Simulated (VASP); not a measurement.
Runs of VASP 6.6.1 on Mg. The structure is that of space group P6_3/mmc (No. 194), or close to it. The cells are those of the table. 

| task | cell | k mesh | cutoff (eV) | gap on the mesh (eV) | pressure (GPa) |
| --- | --- | --- | --- | --- | --- |
| single point | a = 3.189, b = 3.189, c = 10.252 Å, angles 90.0, 90.0, 120.0°, 4 atoms | 18 × 18 × 4 | 520 | none | -0.1 |
| single point | a = 3.296, b = 3.296, c = 10.573 Å, angles 90.0, 90.0, 120.0°, 4 atoms | 18 × 18 × 4 | 520 | none | -3.0 |
| single point | a = 2.797, b = 2.797, c = 9.075 Å, angles 90.0, 90.0, 120.0°, 4 atoms | 18 × 18 × 6 | 520 | none | (a) |
| single point | a = 2.642, b = 2.642, c = 8.573 Å, angles 90.0, 90.0, 120.0°, 4 atoms | 18 × 18 × 6 | 520 | none | 61.4 |
| relaxation of cell and atoms | relaxed from a = 3.177, b = 3.177, c = 10.319 Å, angles 90.0, 90.0, 120.0°, 4 atoms | 18 × 18 × 4 | 600 | none | 0.0 |
| single point | a = 3.114, b = 3.114, c = 10.021 Å, angles 90.0, 90.0, 120.0°, 4 atoms | 18 × 18 × 4 | 520 | none | 3.0 |
| single point | a = 3.022, b = 3.022, c = 9.740 Å, angles 90.0, 90.0, 120.0°, 4 atoms | 18 × 18 × 4 | 520 | none | (b) |
| relaxation of cell and atoms | relaxed to -3 GPa from a = 3.220, b = 3.220, c = 10.349 Å, angles 90.0, 90.0, 120.0°, 4 atoms | 18 × 18 × 4 | 600 | none | -3.0 |

Alike in all rows: level PBEsol; potentials or basis VASP PAW PBE potentials, release 64 (Mg); no spin polarisation; smearing gaussian 0.1 eV.

Fill in the values left out.

(a) 30.5; (b) 8.0.

Caveats: the PAW data sets were made with another functional, which shifts forces and pressure a little; the cell stands under pressure (at least some runs); the cell stands under tension (at least some runs); the cell is relaxed towards a set pressure, so the run minimises the enthalpy, not the energy (at least some runs).

A gap of «none» marks levels without a gap at the run's occupations.
